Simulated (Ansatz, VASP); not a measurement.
**Two plane-wave programs on NaF**

```xyz
2
Lattice="0.0000 2.2972 2.2972 2.2972 0.0000 2.2972 2.2972 2.2972 0.0000" Properties=species:S:1:pos:R:3 pbc="T T T"
Na    0.0000    0.0000    0.0000
F     2.2972    2.2972    2.2972
```

Alike in both runs: task single point; functional PBE; k mesh 10 × 10 × 10; occupations fermi-dirac, width 0.02 eV; no spin polarisation.

```csv
,VASP,Ansatz
version,VASP 6.6.1,Ansatz 0.2.0
potentials or method,"VASP PAW PBE potentials, release 64 (Na_pv, F)","plane waves, PAW"
plane-wave cutoff (eV),520,420
valence electrons in the cell,14,16
```

Ansatz gave:

| Item | Value |
| --- | --- |
| gap on the k mesh at the Fermi level (eV) | 6.46 |
| pressure (GPa) | 3.6 |

**Question.** What did VASP give for the same quantities?

**Answer.** gap on the k mesh at the Fermi level (eV): 6.44; pressure (GPa): 3.5.

With one functional, cell and mesh, what is left measures potentials, basis and numerics. VASP's potentials hold 14 valence electrons a cell and Ansatz's 16, so a difference there can come from the potentials and not from the codes.
